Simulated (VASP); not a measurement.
# ZnS (F-43m) in VASP: notebook

Runs on ZnS. Level: LDA. Tasks: single point.

All numbers are computed with VASP 6.6.1; they aren't measurements. Logs are shortened: lines on timing, memory, paths and dates and some standing lists are left out, and cuts for length are marked.

**Experimental background.**

From “Electronic, vibrational, and thermodynamic properties of ZnS (zincblende and rocksalt structure)”, 2009, arxiv:0911.5022, for a bulk crystal of ZnS at 19 K: band gap 3.85 eV (direct).

The results are compared with them further down.

## 1. The cell of the first run

It takes space group F-43m (No. 216, cubic). The conventional cell has a = 5.256 Å, b = 5.256 Å, c = 5.256 Å, α = 90.00°, β = 90.00°, γ = 90.00°. Within 3.0 Å of Zn (site symmetry -43m) lie 4 S at 2.28 Å. Within 3.0 Å of S (site symmetry -43m) lie 4 Zn at 2.28 Å.

## 2. Single point, LDA

INCAR

```
SYSTEM = ZnS
ALGO = Normal ; EDIFF = 1E-6
ENCUT = 500 ; GGA = CA
GGA_COMPAT = .FALSE. ; ISIF = 2
ISMEAR = 0 ; LASPH = .TRUE.
LCHARG = .FALSE. ; LREAL = .FALSE.
LWAVE = .FALSE. ; NBANDS = 16
NELM = 120 ; PREC = Accurate
SIGMA = 0.01
```

KPOINTS

```
k-points
0
G
  6 6 6
  0 0 0
```

POSCAR

```
ZnS
1.0
    0.0000000000      2.6279350084      2.6279350084
    2.6279350084      0.0000000000      2.6279350084
    2.6279350084      2.6279350084      0.0000000000
Zn S
1 1
Direct
    0.2500000000      0.2500000000      0.2500000000
    0.0000000000      0.0000000000      0.0000000000
```

Potentials or basis: VASP PAW LDA potentials, release 64 (Zn, S).

On the command line:

```console
cat potpaw_LDA.64/Zn/POTCAR potpaw_LDA.64/S/POTCAR > POTCAR
mpirun -np 1 vasp_std > vasp.out
```

OUTCAR:

```text
SYSTEM = ZnS
   EDIFF = 1E-6
   ENCUT = 500
   GGA = CA
   ISIF = 2
   ISMEAR = 0
   LASPH = .TRUE.
   LREAL = .FALSE.
   NELM = 120
   PREC = Accurate

 ion  position               nearest neighbor table
   1  0.250  0.250  0.250-   2 2.28   2 2.28   2 2.28   2 2.28
   2  0.000  0.000  0.000-   1 2.28   1 2.28   1 2.28   1 2.28

  LATTYP: Found a face centered cubic cell.
 ALAT       =     5.2558700168

  Lattice vectors:

 A1 = (   0.0000000000,   2.6279350084,   2.6279350084)
 A2 = (   2.6279350084,   0.0000000000,   2.6279350084)
 A3 = (   2.6279350084,   2.6279350084,   0.0000000000)

Analysis of symmetry for initial positions (statically):
=====================================================================
 Subroutine PRICEL returns:
 Original cell was already a primitive cell.

 Routine SETGRP: Setting up the symmetry group for a
 face centered cubic supercell.

 Subroutine GETGRP returns: Found 24 space group operations
 (whereof 24 operations were pure point group operations)
 out of a pool of 48 trial point group operations.

The static configuration has the point symmetry T_d .

Analysis of symmetry for dynamics (positions and initial velocities):
=====================================================================
 Subroutine PRICEL returns:
 Original cell was already a primitive cell.

 Routine SETGRP: Setting up the symmetry group for a
 face centered cubic supercell.

 Subroutine GETGRP returns: Found 24 space group operations
 (whereof 24 operations were pure point group operations)
 out of a pool of 48 trial point group operations.

The dynamic configuration has the point symmetry T_d .

 Subroutine INISYM returns: Found 24 space group operations
 (whereof 24 operations are pure point group operations),
 and found     1 'primitive' translations

----------------------------------------------------------------------------------------

                                     Primitive cell

  volume of cell :      36.2973

  direct lattice vectors                    reciprocal lattice vectors
     0.000000000  2.627935008  2.627935008    -0.190263457  0.190263457  0.190263457
     2.627935008  0.000000000  2.627935008     0.190263457 -0.190263457  0.190263457
     2.627935008  2.627935008  0.000000000     0.190263457  0.190263457 -0.190263457

  length of vectors
     3.716461330  3.716461330  3.716461330     0.329545975  0.329545975  0.329545975

  position of ions in fractional coordinates (direct lattice)
     0.250000000  0.250000000  0.250000000
     0.000000000  0.000000000  0.000000000

  ion indices of the primitive-cell ions
   primitive index   ion index
                 1           1
                 2           2

----------------------------------------------------------------------------------------

 KPOINTS: k-points

Automatic generation of k-mesh.
 Grid dimensions read from file:
 generate k-points for:    6    6    6

 Generating k-lattice:

  Cartesian coordinates                     Fractional coordinates (reciprocal lattice)
    -0.031710576  0.031710576  0.031710576     0.166666667  0.000000000  0.000000000
     0.031710576 -0.031710576  0.031710576     0.000000000  0.166666667  0.000000000
     0.031710576  0.031710576 -0.031710576     0.000000000  0.000000000  0.166666667

  Length of vectors
     0.054924329  0.054924329  0.054924329

  Shift w.r.t. Gamma in fractional coordinates (k-lattice)
     0.000000000  0.000000000  0.000000000

 Subroutine IBZKPT returns following result:
 ===========================================

 Found     16 irreducible k-points:

 Following reciprocal coordinates:
            Coordinates               Weight
  0.000000  0.000000  0.000000      1.000000
  0.166667  0.000000  0.000000      8.000000
  0.333333  0.000000  0.000000      8.000000
  0.500000  0.000000  0.000000      4.000000
  0.166667  0.166667  0.000000      6.000000
  0.333333  0.166667  0.000000     24.000000
[... 8 lines left out ...]
 -0.333333  0.333333  0.166667     24.000000
 -0.333333  0.500000  0.166667     12.000000
   k-points           NKPTS =     16   k-points in BZ     NKDIM =     16   number of bands    NBANDS=     16
   number of dos      NEDOS =    301   number of ions     NIONS =      2
   total plane-waves  NPLWV =  21952
   dimension x,y,z NGX =    28 NGY =   28 NGZ =   28
   dimension x,y,z NGXF=    56 NGYF=   56 NGZF=   56
   ions per type =               1   1
   NGX,Y,Z   is equivalent  to a cutoff of  12.53, 12.53, 12.53 a.u.
   NGXF,Y,Z  is equivalent  to a cutoff of  25.05, 25.05, 25.05 a.u.
 SYSTEM =  ZnS
   PREC   = accura    normal or accurate (medium, high low for compatibility)
   ISTART =      0    job   : 0-new  1-cont  2-samecut
   ICHARG =      2    charge: 1-file 2-atom 10-const
   ISPIN  =      1    spin polarized calculation?
   LNONCOLLINEAR =      F non collinear calculations
   LSORBIT =      F    spin-orbit coupling
   LASPH  =      T    aspherical Exc in radial PAW
   ENCUT  =  500.0 eV  36.75 Ry    6.06 a.u.   6.78  6.78  6.78*2*pi/ulx,y,z
   NELM   =    120;   NELMIN=  2; NELMDL= -5     # of ELM steps
   EDIFF  = 0.1E-05   stopping-criterion for ELM
   LREAL  =      F    real-space projection
   EDIFFG = 0.1E-04   stopping-criterion for IOM
   NSW    =      0    number of steps for IOM
   IBRION =     -1    ionic relax: 0-MD 1-quasi-New 2-CG
   NFREE  =      0    steps in history (QN), initial steepest desc. (CG)
   ISIF   =      2    stress and relaxation
   ISYM   =      2    0-nonsym 1-usesym 2-fastsym
   POTIM  = 0.5000    time-step for ionic-motion
   TEBEG  =    0.0;   TEEND  =   0.0 temperature during run
   PSTRESS=    0.0 pullay stress
   NELECT =      18.0000    total number of electrons
   NUPDOWN=      -1.0000    fix difference up-down
   EMIN   =  10.00;   EMAX   =-10.00  energy-range for DOS
   EFERMI =   0.00;   METHOD = LEGACY
   ISMEAR =     0;   SIGMA  =   0.01  broadening in eV -4-tet -1-fermi 0-gaus
   EFERMI_NEDOS =   21; number of points for ismear=-14 and -15
   IALGO  =     38    algorithm
   IMIX   =      4    mixing-type and parameters
     AMIX     =   0.40;   BMIX     =  1.00
     AMIX_MAG =   1.60;   BMIX_MAG =  1.00
  volume/ion in A,a.u.               =      18.15       122.47
  Fermi-wavevector in a.u.,A,eV,Ry     =   1.295809  2.448724 22.845833  1.679121
  Thomas-Fermi vector in A             =   2.427305
   LORBIT       =      0    0 simple, 1 ext, 2 COOP (PROOUT), +10 PAW based schemes
   GGA     = CA    functional components
   LHFCALC =     F    Hartree Fock is set to
   AEXX    =    0.0000 exact exchange contribution
   IVDW    =     0    specifies the selected vdW correction
   LEPSILON=     F    determine dielectric tensor
   LRPA    =     F    only Hartree local field effects (RPA)
 non-spin polarized calculation
 Gauss-broadening in eV      SIGMA  =   0.01
  energy-cutoff  :      500.00
  volume of cell :       36.30
 maximum number of plane-waves:       941
   NGX = 13   NGY = 13   NGZ = 13

 number of electron      17.9999998 magnetization

 Free energy of the ion-electron system (eV)
  ---------------------------------------------------
  ext. energy  EPLUGINS =         0.00000000
  ---------------------------------------------------
  free energy    TOTEN  =        -8.19636445 eV

  energy without entropy =       -8.19636445  energy(sigma->0) =       -8.19636445

 E-fermi :   2.8794     XC(G=0): -10.4246

 val. band max:        2.7557931010   @ k =   0.0000   0.0000   0.0000
 cond. band min:       5.0219195068   @ k =   0.0000   0.0000   0.0000
 fundamental gap:      2.2661264059
 Fermi energy:         2.8794255155

 k-point     1 :       0.0000    0.0000    0.0000
  band No.  band energies     occupation
      1     -10.9724      2.00000
      2      -4.1153      2.00000
      3      -4.1153      2.00000
      4      -4.1153      2.00000
      5      -3.5332      2.00000
      6      -3.5332      2.00000
[... 8 lines left out ...]
     15      14.6063      0.00000
     16      14.7466      0.00000

 k-point     2 :       0.1667    0.0000    0.0000
  band No.  band energies     occupation
      1     -10.7338      2.00000
      2      -4.1200      2.00000
      3      -4.0741      2.00000
      4      -4.0741      2.00000
      5      -3.5360      2.00000
      6      -3.5360      2.00000
[... 8 lines left out ...]
     15      13.7122      0.00000
     16      15.4585      0.00000

 k-point     3 :       0.3333    0.0000    0.0000
  band No.  band energies     occupation
      1     -10.1831      2.00000
      2      -4.0066      2.00000
      3      -4.0066      2.00000
      4      -3.9788      2.00000
      5      -3.5194      2.00000
      6      -3.5194      2.00000
[... 8 lines left out ...]
     15      14.3878      0.00000
     16      14.5727      0.00000

 k-point     4 :       0.5000    0.0000    0.0000
  band No.  band energies     occupation
      1      -9.8562      2.00000
      2      -3.9834      2.00000
      3      -3.9834      2.00000
      4      -3.4962      2.00000
      5      -3.4962      2.00000
      6      -3.3253      2.00000
[... 8 lines left out ...]
     15      16.3608      0.00000
     16      16.3608      0.00000
[... 172 lines left out ...]
 k-point    14 :       0.5000    0.3333    0.1667
  band No.  band energies     occupation
      1      -9.7976      2.00000
      2      -4.0432      2.00000
      3      -3.9147      2.00000
      4      -3.7861      2.00000
      5      -3.5095      2.00000
      6      -3.4491      2.00000
[... 8 lines left out ...]
     15      17.0308      0.00000
     16      17.6759      0.00000

 k-point    15 :      -0.3333    0.3333    0.1667
  band No.  band energies     occupation
      1      -9.5743      2.00000
      2      -3.9811      2.00000
      3      -3.8641      2.00000
      4      -3.6059      2.00000
      5      -3.5499      2.00000
      6      -3.1547      2.00000
[... 8 lines left out ...]
     15      16.7578      0.00000
     16      17.5388      0.00000

 k-point    16 :      -0.3333    0.5000    0.1667
  band No.  band energies     occupation
      1      -9.4729      2.00000
      2      -4.0514      2.00000
      3      -3.7725      2.00000
      4      -3.6767      2.00000
      5      -3.5074      2.00000
      6      -3.0926      2.00000
[... 8 lines left out ...]
     15      16.9416      0.00000
     16      17.8895      0.00000

------------------------ aborting loop because EDIFF is reached ----------------------------------------

  FORCE on cell =-STRESS in cart. coord.  units (eV):
  Direction    XX          YY          ZZ          XY          YZ          ZX
  --------------------------------------------------------------------------------------
  -------------------------------------------------------------------------------------
  Total        0.5412755      0.5412755      0.5412755      0.0000000      0.0000000     -0.0000000
  in kB       23.8921439     23.8921439     23.8921439      0.0000000      0.0000000     -0.0000000
  external PRESSURE =      23.8921439 kB  Pullay stress =       0.0000000 kB

 VOLUME and BASIS-vectors are now :
 -----------------------------------------------------------------------------
  energy-cutoff  :      500.00
  volume of cell :       36.30
      direct lattice vectors                 reciprocal lattice vectors
     0.000000000  2.627935008  2.627935008    -0.190263457  0.190263457  0.190263457
     2.627935008  0.000000000  2.627935008     0.190263457 -0.190263457  0.190263457
     2.627935008  2.627935008  0.000000000     0.190263457  0.190263457 -0.190263457

 POSITION                                       TOTAL-FORCE (eV/Angst)
 -----------------------------------------------------------------------------------
      1.31397      1.31397      1.31397         0.000000      0.000000      0.000000
      0.00000      0.00000      0.00000        -0.000000     -0.000000     -0.000000
 -----------------------------------------------------------------------------------
    total drift:                               -0.000001     -0.000001     -0.000001

  FREE ENERGIE OF THE ION-ELECTRON SYSTEM (eV)
  ---------------------------------------------------
  free  energy   TOTEN  =        -8.1963644458 eV

  energy  without entropy=       -8.1963644458  energy(sigma->0) =       -8.19636445
```

Wall time 15 s (1 thread of Intel Xeon 8259CL, shared host); peak memory 0.14 GiB.

What came out:

```yaml
Free_energy: -8.1964 eV
Pressure: 2.4 GPa
Band_gap_on_the_k_mesh: 2.27 eV, direct
```

## 3. Single point, LDA

This run uses another cell than the first one, of 18.67 Å³/atom, 1.029 times its volume.

INCAR

```
ALGO = Normal ; EDIFF = 1E-6
ENCUT = 500 ; GGA_COMPAT = F
ISIF = 2 ; ISMEAR = 0
LASPH = T ; LCHARG = T
LELF = T ; LREAL = F
LVHAR = T ; LWAVE = F
NBANDS = 16 ; NELM = 120
PREC = Accurate ; SIGMA = 0.01
```

KPOINTS

```
k-points
0
Gamma
  6 6 6
```

POSCAR

```
ZnS
1.0
    0.0000000000      2.6530842400      2.6530842400
    2.6530842400      0.0000000000      2.6530842400
    2.6530842400      2.6530842400      0.0000000000
Zn S
1 1
Direct
    0.2500000000      0.2500000000      0.2500000000
    0.0000000000      0.0000000000      0.0000000000
```

Potentials or basis: VASP PAW LDA potentials, release 64 (Zn, S).

On the command line:

```console
cat potpaw_LDA.64/Zn/POTCAR potpaw_LDA.64/S/POTCAR > POTCAR
mpirun -np 1 vasp_std > vasp.out
```

Wall time 16 s (1 thread of Intel Xeon 8259CL, shared host); peak memory 0.13 GiB.

The run converged. Its results:

- Free energy: -8.2037 eV
- Pressure: -0.2 GPa
- Band gap on the k mesh: 2.13 eV, direct

Levels at points of the mesh, in eV from the valence-band top:
```csv
k point,band 5,band 6,band 7,band 8,band 9,band 10,band 11,band 12,band 13,band 14
"(0.00, 0.00, 0.00)",-6.19,-6.19,0.00,0.00,0.00,2.13,6.21,6.21,6.21,11.82
"(0.50, 0.00, 0.00)",-6.15,-5.97,-5.74,-0.96,-0.96,3.22,6.76,6.76,8.83,12.12
"(0.50, 0.50, 0.00)",-6.10,-5.94,-4.89,-2.45,-2.45,3.07,3.89,11.12,12.16,12.16
```

[end of part 1 of 2]
